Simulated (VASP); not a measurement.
C:

```
C
1.0
     2.13616   -1.23332   -0.00890
     2.13616    1.23332   -0.00890
    -1.39986    0.00000    4.24159
C
2
Direct
  0.83334 0.83334 0.00003
  0.16666 0.16666 0.99997
```

Base run:

- Program: VASP 6.6.1
- Functional: PBE
- Dispersion: D3(BJ)
- Potentials or basis: VASP PAW PBE potentials, release 64 (C)
- Cutoff: 520 eV
- k mesh: 12 × 12 × 6
- Occupations: gaussian, width 0.02 eV
- Spin: no spin polarisation

Its results: band gap on the k mesh 0.14 eV, indirect (the least direct gap lies 0.8 meV higher); pressure -0.5 GPa.

Task: The run is repeated on the same cell with these changes: dispersion from D3(BJ) to none. What comes out?

Result: Band gap on the k mesh 0.14 eV, indirect (the least direct gap lies 0.8 meV higher); pressure 0.3 GPa.

Dispersion adds attraction, which lowers the pressure at fixed volume and, as a term added to the energy, leaves the levels alone.

Caveats: three body term missing (some runs); this functional lacks dispersion, which binds the layers, so the pressure and a relaxed spacing across them are unreliable (some runs).

A k mesh can miss the band edges.
